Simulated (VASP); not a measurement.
A run of VASP 6.6.1:

The input INCAR:

```
SYSTEM = HgTe
PREC = Accurate
ENCUT = 520
EDIFF = 1E-8
ISMEAR = -1
SIGMA = 0.05
LREAL = .False.
LASPH = .True.
NELM = 100
ALGO = Normal
ISIF = 2
LWAVE = .False.
LCHARG = .False.
GGA = PS
LEFG = .True.
NBANDS = 16
```

KPOINTS

```
regular mesh
0
Gamma
  9 9 9
  0 0 0
```

File POSCAR:

```
HgTe
1.0
    0.0000000000      3.2659193382      3.2659193382
    3.2659193382      0.0000000000      3.2659193382
    3.2659193382      3.2659193382      0.0000000000
Hg Te
1 1
Direct
    0.0000000000      0.0000000000      0.0000000000
    0.7500000000      0.7500000000      0.7500000000
```

Potentials or basis: VASP PAW PBE potentials, release 64 (Hg, Te).

Run with:

```console
$ cat potpaw_PBE.64/Hg/POTCAR potpaw_PBE.64/Te/POTCAR > POTCAR
$ mpirun -np 1 vasp_std > vasp.out
```

Hardware: 1 thread of Intel(R) Xeon(R) Platinum 8375C CPU @ 2.90GHz (Ice Lake) (shared host).

**Question.** How long does it take, and how much memory?

**Answer.** It took 41 s on 1 thread of Intel(R) Xeon(R) Platinum 8375C CPU @ 2.90GHz (Ice Lake) (shared host), peak memory 0.22 GiB. Counts: scf iterations 15, k points 35.
